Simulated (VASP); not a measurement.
# Ag (P6_3/mmc) in VASP: notebook

Ag is run at these levels: PBE; tasks: single point.

Everything below comes from runs of VASP 6.6.1. Logs are shortened: lines on timing, memory, paths and dates and some standing lists are left out, and cuts for length are marked.

## 1. The cell of the first run

It takes space group P6_3/mmc (No. 194, hexagonal). Conventional cell: a = 3.025 Å, b = 3.025 Å, c = 9.707 Å, α = 90.00°, β = 90.00°, γ = 120.00°. Within 3.9 Å of Ag (site symmetry -6m2) lie 12 Ag at 2.99 to 3.02 Å. Within 3.9 Å of Ag (site symmetry -3m) lie 12 Ag at 2.99 to 3.02 Å.

## 2. Single point, PBE (strain +0.030 along x and y, +0.015 along z)

The input, INCAR:

```
  PREC = Accurate
  ENCUT = 520
  EDIFF = 1E-6
  ISMEAR = 0
  SIGMA = 0.15
  LREAL = False
  LASPH = True
  NELM = 80
  ALGO = Fast
  ISIF = 2
  LWAVE = False
  LCHARG = False
  GGA = PE
  NBANDS = 30
```

The input, KPOINTS:

```
Automatic mesh
0
Gamma
  18 18 6
```

The input, POSCAR:

```
Ag
1.0
    3.0249220108      0.0000000000      0.0000000000
   -1.5124610054      2.6196593058      0.0000000000
    0.0000000000      0.0000000000      9.7069645697
Ag
4
Direct
    0.3333333333      0.6666666667      0.2500000000
    0.6666666667      0.3333333333      0.7500000000
    0.0000000000      0.0000000000      0.0000000000
    0.0000000000      0.0000000000      0.5000000000
```

Potentials or basis: VASP PAW PBE potentials, release 64 (Ag).

The run is started by

```
$ cat potpaw_PBE.64/Ag/POTCAR > POTCAR
$ mpirun -np 1 vasp_std > vasp.out
```

OUTCAR:

```text
PREC = Accurate
   ENCUT = 520
   EDIFF = 1E-6
   ISMEAR = 0
   LREAL = False
   LASPH = True
   NELM = 80
   ISIF = 2
   GGA = PE

 ion  position               nearest neighbor table
   1  0.333  0.667  0.250-   3 2.99   4 2.99   3 2.99   4 2.99   3 2.99   4 2.99
   2  0.667  0.333  0.750-   3 2.99   4 2.99   3 2.99   4 2.99   3 2.99   4 2.99
   3  0.000  0.000  0.000-   1 2.99   2 2.99   1 2.99   2 2.99   2 2.99   1 2.99
   4  0.000  0.000  0.500-   1 2.99   2 2.99   1 2.99   2 2.99   2 2.99   1 2.99

  LATTYP: Found a hexagonal cell.
 ALAT       =     3.0249220108
 C/A-ratio  =     3.2089966403

  Lattice vectors:

 A1 = (   3.0249220108,   0.0000000000,   0.0000000000)
 A2 = (  -1.5124610054,   2.6196593058,   0.0000000000)
 A3 = (   0.0000000000,   0.0000000000,   9.7069645697)

Analysis of symmetry for initial positions (statically):
=====================================================================
 Subroutine PRICEL returns:
 Original cell was already a primitive cell.

 Routine SETGRP: Setting up the symmetry group for a
 hexagonal supercell.

 Subroutine GETGRP returns: Found 24 space group operations
 (whereof 12 operations were pure point group operations)
 out of a pool of 24 trial point group operations.

The static configuration has the point symmetry D_3d.
 The point group associated with its full space group is D_6h.

Analysis of symmetry for dynamics (positions and initial velocities):
=====================================================================
 Subroutine PRICEL returns:
 Original cell was already a primitive cell.

 Routine SETGRP: Setting up the symmetry group for a
 hexagonal supercell.

 Subroutine GETGRP returns: Found 24 space group operations
 (whereof 12 operations were pure point group operations)
 out of a pool of 24 trial point group operations.

The dynamic configuration has the point symmetry D_3d.
 The point group associated with its full space group is D_6h.

 Subroutine INISYM returns: Found 24 space group operations
 (whereof 12 operations are pure point group operations),
 and found     1 'primitive' translations

----------------------------------------------------------------------------------------

                                     Primitive cell

  volume of cell :      76.9206

  direct lattice vectors                    reciprocal lattice vectors
[... 84 lines left out ...]
   ICHARG =      2    charge: 1-file 2-atom 10-const
   ISPIN  =      1    spin polarized calculation?
   LNONCOLLINEAR =      F non collinear calculations
   LSORBIT =      F    spin-orbit coupling
   LASPH  =      T    aspherical Exc in radial PAW
   ENCUT  =  520.0 eV  38.22 Ry    6.18 a.u.   5.62  5.62 18.05*2*pi/ulx,y,z
   NELM   =     80;   NELMIN=  2; NELMDL= -5     # of ELM steps
   EDIFF  = 0.1E-05   stopping-criterion for ELM
   LREAL  =      F    real-space projection
   EDIFFG = 0.1E-04   stopping-criterion for IOM
   NSW    =      0    number of steps for IOM
   IBRION =     -1    ionic relax: 0-MD 1-quasi-New 2-CG
   NFREE  =      0    steps in history (QN), initial steepest desc. (CG)
   ISIF   =      2    stress and relaxation
   ISYM   =      2    0-nonsym 1-usesym 2-fastsym
   POTIM  = 0.5000    time-step for ionic-motion
   TEBEG  =    0.0;   TEEND  =   0.0 temperature during run
   PSTRESS=    0.0 pullay stress
   NELECT =      44.0000    total number of electrons
   NUPDOWN=      -1.0000    fix difference up-down
   EMIN   =  10.00;   EMAX   =-10.00  energy-range for DOS
   EFERMI =   0.00;   METHOD = LEGACY
   ISMEAR =     0;   SIGMA  =   0.15  broadening in eV -4-tet -1-fermi 0-gaus
   EFERMI_NEDOS =   21; number of points for ismear=-14 and -15
   IALGO  =     68    algorithm
   IMIX   =      4    mixing-type and parameters
     AMIX     =   0.40;   BMIX     =  1.00
     AMIX_MAG =   1.60;   BMIX_MAG =  1.00
  volume/ion in A,a.u.               =      19.23       129.77
  Fermi-wavevector in a.u.,A,eV,Ry     =   1.358975  2.568091 25.127430  1.846814
  Thomas-Fermi vector in A             =   2.485763
   LORBIT       =      0    0 simple, 1 ext, 2 COOP (PROOUT), +10 PAW based schemes
   GGA     = PE    functional components
   LHFCALC =     F    Hartree Fock is set to
   AEXX    =    0.0000 exact exchange contribution
   IVDW    =     0    specifies the selected vdW correction
   LEPSILON=     F    determine dielectric tensor
   LRPA    =     F    only Hartree local field effects (RPA)
 non-spin polarized calculation
 RMM-DIIS sequential band-by-band and
 Gauss-broadening in eV      SIGMA  =   0.15
  energy-cutoff  :      520.00
  volume of cell :       76.92
 maximum number of plane-waves:      2125
 NGX is ok and might be reduce to    24
   NGX = 11   NGY = 11   NGZ = 37

 number of electron      43.9999981 magnetization

 Free energy of the ion-electron system (eV)
  ---------------------------------------------------
  ext. energy  EPLUGINS =         0.00000000
  ---------------------------------------------------
  free energy    TOTEN  =       -10.76751613 eV

  energy without entropy =      -10.75438296  energy(sigma->0) =      -10.76094955

 E-fermi :   6.8761     XC(G=0): -11.5052

 val. band max:        6.8610138666   @ k =   0.5000   0.0000   0.0000
 cond. band min:       6.9028311261   @ k =   0.5000   0.0000   0.1667
 fundamental gap:      0.0418172595
 Fermi energy:         6.8760956584

 k-point     1 :       0.0000    0.0000    0.0000
  band No.  band energies     occupation
      1      -0.0596      2.00000
      2       1.1796      2.00000
      3       1.2264      2.00000
      4       1.2280      2.00000
      5       2.4317      2.00000
      6       2.4317      2.00000
[... 781 lines left out ...]
     29      15.1243      0.00000
     30      16.0735      0.00000

 [... further k-points ...]
[... 5 lines left out ...]
  --------------------------------------------------------------------------------------
  -------------------------------------------------------------------------------------
  Total       -2.7678109     -2.7678109     -2.2309430      0.0000000      0.0000000      0.0000000
  in kB      -57.6506970    -57.6506970    -46.4682830      0.0000000      0.0000000      0.0000000
  external PRESSURE =     -53.9232257 kB  Pullay stress =       0.0000000 kB

 VOLUME and BASIS-vectors are now :
 -----------------------------------------------------------------------------
  energy-cutoff  :      520.00
  volume of cell :       76.92
      direct lattice vectors                 reciprocal lattice vectors
     3.024922011  0.000000000  0.000000000     0.330587035  0.190864514  0.000000000
    -1.512461005  2.619659306  0.000000000     0.000000000  0.381729028  0.000000000
     0.000000000  0.000000000  9.706964570     0.000000000  0.000000000  0.103018816

 POSITION                                       TOTAL-FORCE (eV/Angst)
 -----------------------------------------------------------------------------------
     -0.00000      1.74644      2.42674         0.000000     -0.000000     -0.000000
      1.51246      0.87322      7.28022        -0.000000      0.000000      0.000000
      0.00000      0.00000      0.00000         0.000000     -0.000000      0.000000
      0.00000      0.00000      4.85348         0.000000     -0.000000      0.000000
 -----------------------------------------------------------------------------------
    total drift:                               -0.000000      0.000000      0.000000

  FREE ENERGIE OF THE ION-ELECTRON SYSTEM (eV)
  ---------------------------------------------------
  free  energy   TOTEN  =       -10.7675161288 eV

  energy  without entropy=      -10.7543829617  energy(sigma->0) =      -10.76094955
```

It took 90 s on 1 thread of Intel Xeon 6975P-C (Granite Rapids), shared host; peak memory 0.37 GiB.

Results:

```
Free energy            : -10.7675 eV
Pressure               : -5.4 GPa
Band gap on the k mesh : zero (band 22 reaches 9.89 eV, above the bottom of band 23 at 3.89 eV)
```

Caveat: the cell differs from its parent crystal (strain +0.030 along x and y, +0.015 along z).

## 3. Single point, PBE (strain +0.030 along x and y, +0.030 along z)

The input, INCAR:

```
  PREC = Accurate
  ENCUT = 520
  EDIFF = 1E-6
  ISMEAR = 0
  SIGMA = 0.15
  LREAL = F
  LASPH = T
  NELM = 80
  ALGO = Fast
  ISIF = 2
  LWAVE = F
  LCHARG = F
  GGA = PE
  NBANDS = 30
```

The input, KPOINTS:

```
regular mesh
0
Gamma
  18 18 6
```

POSCAR: that of step 2 with these lines changed.

```diff
@@ -4,3 +4,3 @@
    -1.5124610054      2.6196593058      0.0000000000
-    0.0000000000      0.0000000000      9.7069645697
+    0.0000000000      0.0000000000      9.8504172480
 Ag
```

Potentials or basis: VASP PAW PBE potentials, release 64 (Ag).

The run is started by

```
$ cat potpaw_PBE.64/Ag/POTCAR > POTCAR
$ mpirun -np 1 vasp_std > vasp.out
```

OUTCAR:

```text
PREC = Accurate
   ENCUT = 520
   EDIFF = 1E-6
   ISMEAR = 0
   LREAL = F
   LASPH = T
   NELM = 80
   ISIF = 2
   GGA = PE

 ion  position               nearest neighbor table
   1  0.333  0.667  0.250-   3 3.02   4 3.02   3 3.02   4 3.02   3 3.02   4 3.02
   2  0.667  0.333  0.750-   3 3.02   4 3.02   3 3.02   4 3.02   3 3.02   4 3.02
   3  0.000  0.000  0.000-   1 3.02   2 3.02   1 3.02   2 3.02   2 3.02   1 3.02
   4  0.000  0.000  0.500-   1 3.02   2 3.02   1 3.02   2 3.02   2 3.02   1 3.02

  LATTYP: Found a hexagonal cell.
 ALAT       =     3.0249220108
 C/A-ratio  =     3.2564202359

  Lattice vectors:

 A1 = (   3.0249220108,   0.0000000000,   0.0000000000)
 A2 = (  -1.5124610054,   2.6196593058,   0.0000000000)
 A3 = (   0.0000000000,   0.0000000000,   9.8504172480)

Analysis of symmetry for initial positions (statically):
=====================================================================
 Subroutine PRICEL returns:
 Original cell was already a primitive cell.

 Routine SETGRP: Setting up the symmetry group for a
 hexagonal supercell.

 Subroutine GETGRP returns: Found 24 space group operations
 (whereof 12 operations were pure point group operations)
 out of a pool of 24 trial point group operations.

The static configuration has the point symmetry D_3d.
 The point group associated with its full space group is D_6h.

Analysis of symmetry for dynamics (positions and initial velocities):
=====================================================================
 Subroutine PRICEL returns:
 Original cell was already a primitive cell.

 Routine SETGRP: Setting up the symmetry group for a
 hexagonal supercell.

 Subroutine GETGRP returns: Found 24 space group operations
 (whereof 12 operations were pure point group operations)
 out of a pool of 24 trial point group operations.
[... 117 lines left out ...]
   NELECT =      44.0000    total number of electrons
   NUPDOWN=      -1.0000    fix difference up-down
   EMIN   =  10.00;   EMAX   =-10.00  energy-range for DOS
   EFERMI =   0.00;   METHOD = LEGACY
   ISMEAR =     0;   SIGMA  =   0.15  broadening in eV -4-tet -1-fermi 0-gaus
   EFERMI_NEDOS =   21; number of points for ismear=-14 and -15
   IALGO  =     68    algorithm
   IMIX   =      4    mixing-type and parameters
     AMIX     =   0.40;   BMIX     =  1.00
     AMIX_MAG =   1.60;   BMIX_MAG =  1.00
  volume/ion in A,a.u.               =      19.51       131.69
  Fermi-wavevector in a.u.,A,eV,Ry     =   1.352346  2.555564 24.882878  1.828840
  Thomas-Fermi vector in A             =   2.479692
   LORBIT       =      0    0 simple, 1 ext, 2 COOP (PROOUT), +10 PAW based schemes
   GGA     = PE    functional components
   LHFCALC =     F    Hartree Fock is set to
   AEXX    =    0.0000 exact exchange contribution
   IVDW    =     0    specifies the selected vdW correction
   LEPSILON=     F    determine dielectric tensor
   LRPA    =     F    only Hartree local field effects (RPA)
 non-spin polarized calculation
 RMM-DIIS sequential band-by-band and
 Gauss-broadening in eV      SIGMA  =   0.15
  energy-cutoff  :      520.00
  volume of cell :       78.06
 maximum number of plane-waves:      2143
 NGX is ok and might be reduce to    24
   NGX = 11   NGY = 11   NGZ = 37

 number of electron      43.9999999 magnetization

 Free energy of the ion-electron system (eV)
  ---------------------------------------------------
  ext. energy  EPLUGINS =         0.00000000
  ---------------------------------------------------
  free energy    TOTEN  =       -10.72973040 eV

  energy without entropy =      -10.71635934  energy(sigma->0) =      -10.72304487

 E-fermi :   6.7005     XC(G=0): -11.4217

 val. band max:        6.6959021099   @ k =   0.3333   0.1667   0.3333
 cond. band min:       6.7052545888   @ k =   0.4444   0.0000   0.1667
 fundamental gap:      0.0093524789
 Fermi energy:         6.7004572444

 k-point     1 :       0.0000    0.0000    0.0000
  band No.  band energies     occupation
      1      -0.1390      2.00000
      2       1.0704      2.00000
      3       1.0940      2.00000
      4       1.0954      2.00000
      5       2.3175      2.00000
      6       2.3175      2.00000
[... 781 lines left out ...]
     29      14.9884      0.00000
     30      15.7534      0.00000

 [... further k-points ...]
[... 5 lines left out ...]
  --------------------------------------------------------------------------------------
  -------------------------------------------------------------------------------------
  Total       -3.0586343     -3.0586343     -2.9436014      0.0000000     -0.0000000      0.0000000
  in kB      -62.7804633    -62.7804633    -60.4193381      0.0000000     -0.0000000      0.0000000
  external PRESSURE =     -61.9934215 kB  Pullay stress =       0.0000000 kB

 VOLUME and BASIS-vectors are now :
 -----------------------------------------------------------------------------
  energy-cutoff  :      520.00
  volume of cell :       78.06
      direct lattice vectors                 reciprocal lattice vectors
     3.024922011  0.000000000  0.000000000     0.330587035  0.190864514  0.000000000
    -1.512461005  2.619659306  0.000000000     0.000000000  0.381729028  0.000000000
     0.000000000  0.000000000  9.850417248     0.000000000  0.000000000  0.101518542

 POSITION                                       TOTAL-FORCE (eV/Angst)
 -----------------------------------------------------------------------------------
     -0.00000      1.74644      2.46260        -0.000000      0.000000      0.000000
      1.51246      0.87322      7.38781         0.000000     -0.000000     -0.000000
      0.00000      0.00000      0.00000         0.000000      0.000000      0.000000
      0.00000      0.00000      4.92521         0.000000      0.000000      0.000000
 -----------------------------------------------------------------------------------
    total drift:                               -0.000000      0.000000     -0.000000

  FREE ENERGIE OF THE ION-ELECTRON SYSTEM (eV)
  ---------------------------------------------------
  free  energy   TOTEN  =       -10.7297303990 eV

  energy  without entropy=      -10.7163593433  energy(sigma->0) =      -10.72304487
```

OSZICAR:

```text
N       E                     dE             d eps       ncg     rms          rms(c)
DAV:   1     0.286743051141E+03    0.28674E+03   -0.22500E+04  8896   0.142E+03
DAV:   2    -0.535821732560E+01   -0.29210E+03   -0.27619E+03  9162   0.322E+02
DAV:   3    -0.115339023706E+02   -0.61757E+01   -0.61378E+01 10192   0.528E+01
DAV:   4    -0.115626766384E+02   -0.28774E-01   -0.28769E-01  9558   0.351E+00
DAV:   5    -0.115629751096E+02   -0.29847E-03   -0.29847E-03 10248   0.390E-01    0.741E+00
RMM:   6    -0.107468849098E+02    0.81609E+00   -0.26539E+00  8881   0.107E+01    0.505E+00
RMM:   7    -0.107367195021E+02    0.10165E-01   -0.71404E-02  9161   0.157E+00    0.322E+00
RMM:   8    -0.107298798980E+02    0.68396E-02   -0.43270E-03  9310   0.474E-01    0.333E-01
RMM:   9    -0.107296949757E+02    0.18492E-03   -0.11101E-03  9614   0.201E-01    0.523E-02
RMM:  10    -0.107297250058E+02   -0.30030E-04   -0.96409E-05  9751   0.552E-02    0.456E-02
RMM:  11    -0.107297303494E+02   -0.53436E-05   -0.17361E-05  9599   0.253E-02    0.183E-02
RMM:  12    -0.107297303990E+02   -0.49574E-07   -0.27623E-06  7067   0.109E-02
   1 F= -.10729730E+02 E0= -.10723045E+02  d E =-.133711E-01
```

stdout:

```text
POSCAR found type information on POSCAR Ag
 POSCAR found :  1 types and       4 ions
 scaLAPACK will be used
 LDA part: xc-table for (Slater+PW92), standard interpolation
 POSCAR, INCAR and KPOINTS ok, starting setup
 FFT: planning ... GRIDC
 FFT: planning ... GRID_SOFT
 FFT: planning ... GRID
 WAVECAR not read
 entering main loop
```

It took 99 s on 1 thread of Intel Xeon 6975P-C (Granite Rapids), shared host; peak memory 0.37 GiB.

What came out:

- Free energy: -10.7297 eV
- Pressure: -6.2 GPa
- Band gap on the k mesh: zero (band 22 reaches 9.76 eV, above the bottom of band 23 at 3.71 eV)

Stress tensor (GPa, compression positive):
```
-6.28  0.00  0.00
 0.00 -6.28  0.00
 0.00  0.00 -6.04
```

Caveat: the cell differs from its parent crystal (strain +0.030 along x and y, +0.030 along z).
